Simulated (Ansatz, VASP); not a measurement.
**VH: VASP beside Ansatz**

```xyz
2
Lattice="0.0000 2.0229 2.0229 2.0229 0.0000 2.0229 2.0229 2.0229 0.0000" Properties=species:S:1:pos:R:3 pbc="T T T"
V     0.0000    0.0000    0.0000
H     1.0115    1.0115    1.0115
```

Alike in both runs: functional r2SCAN; k mesh 8 × 8 × 8; occupations gaussian, width 0.1 eV; collinear spin.

Ansatz relaxed the structure, and its values are those at the end. VASP's run is a single point on that final structure, the one shown.

```csv
,VASP,Ansatz
version,VASP 6.6.1,Ansatz 0.2.0
potentials or method,"VASP PAW PBE potentials, release 64 (V_sv, H), cutoff 520 eV","scalar-relativistic, plane waves, PAW"
valence electrons in the cell,14,14
```

```csv
,VASP,Ansatz,Ansatz less VASP
gap on the k mesh at the Fermi level (eV),none,none,-
pressure (GPa),0.3,-0.1,-0.40
net moment per atom (μB),0.12,0.13,+0.002
size of the moment on the site where the two differ most (μB),0.24,0.17,-0.067
```

VASP's potentials were made for PBE, not for r2SCAN. Site moments also hang on the region over which each program counts them. A gap of «none» marks a metal or a gap that the smearing closes.
